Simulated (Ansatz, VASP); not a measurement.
One calculation of CsBa, two programs

```
Cs Ba
1.0
     4.58811    0.00000    0.00000
     0.00000    4.58811    0.00000
     0.00000    0.00000    7.83831
Cs Ba
1 1
Direct
  0.50000 0.50000 0.50000
  0.00000 0.00000 0.00000
```

Alike in both runs: functional PBE; k mesh 12 × 12 × 8; occupations gaussian, width 0.1 eV; no spin polarisation.

Ansatz relaxed the structure, and its values are those at the end. VASP's run is a single point on that final structure, the one shown.

|  | VASP | Ansatz |
| --- | --- | --- |
| version | VASP 6.6.1 | Ansatz 0.2.0 |
| potentials or method | VASP PAW PBE potentials, release 64 (Cs_sv, Ba_sv), cutoff 520 eV | scalar-relativistic, plane waves, PAW |
| valence electrons in the cell | 19 | 19 |

```tsv
	VASP	Ansatz	Ansatz less VASP
gap on the k mesh at the Fermi level (eV)	none	none	-
pressure (GPa)	0.0	0.0	0.00
```

A gap of «none» marks a metal or a gap that the smearing closes.

Neither program's run includes spin-orbit coupling.
